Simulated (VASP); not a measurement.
Write the native input for VASP 6.6.1 that does the following.

- Task: single point
- Functional: LDA
- Potentials or basis: VASP PAW LDA potentials, release 64 (W_sv)
- Cutoff: 520 eV
- k mesh: 12 × 12 × 1
- Occupations: fermi-dirac, width 0.1 eV
- Spin: no spin polarisation
- Dipole correction: yes
- Further INCAR settings: ALGO = Normal; EDIFF = 1e-06; NBANDS = 43

The structure of W lies in POSCAR:

```
W
1.0
    3.1348743764      0.0000000000      0.0000000000
    0.0000000000      3.1348743764      0.0000000000
    0.0000000000      0.0000000000     22.2697000000
W
5
Direct
    0.0000000000      0.0000000000      0.3657575937
    0.5000000000      0.5000000000      0.4285877335
    0.0000000000      0.0000000000      0.4999999990
    0.5000000000      0.5000000000      0.5714122665
    0.0000000000      0.0000000000      0.6342424072
```

The input as run:

INCAR

```
SYSTEM = W
ALGO = Normal
DIPOL = 0.5 0.5 0.500
EDIFF = 1E-6
ENCUT = 520
GGA = CA
IDIPOL = 3
ISIF = 2
ISMEAR = -1
LASPH = .TRUE.
LCHARG = .FALSE.
LDIPOL = .TRUE.
LREAL = .FALSE.
LWAVE = .FALSE.
NBANDS = 43
NELM = 100
PREC = Accurate
SIGMA = 0.1
```

KPOINTS

```
k-points
0
G
  12 12 1
  0 0 0
```

Potentials or basis: VASP PAW LDA potentials, release 64 (W_sv).

Command:

```console
$ cat potpaw_LDA.64/W_sv/POTCAR > POTCAR
$ mpirun -np 1 vasp_std > vasp.out
```

Results of the run:

| Property | Result |
| --- | --- |
| Largest force | 0.143 eV/Å |
| Band gap on the k mesh | zero (bands 35 and 36 overlap by 2.07 eV) |

Caveat: spin-orbit coupling is left out, which moves the levels of the heavy elements.

It took 5.4 min on 1 thread of Intel Xeon 8259CL, with other jobs on the host, peak memory 0.35 GiB.
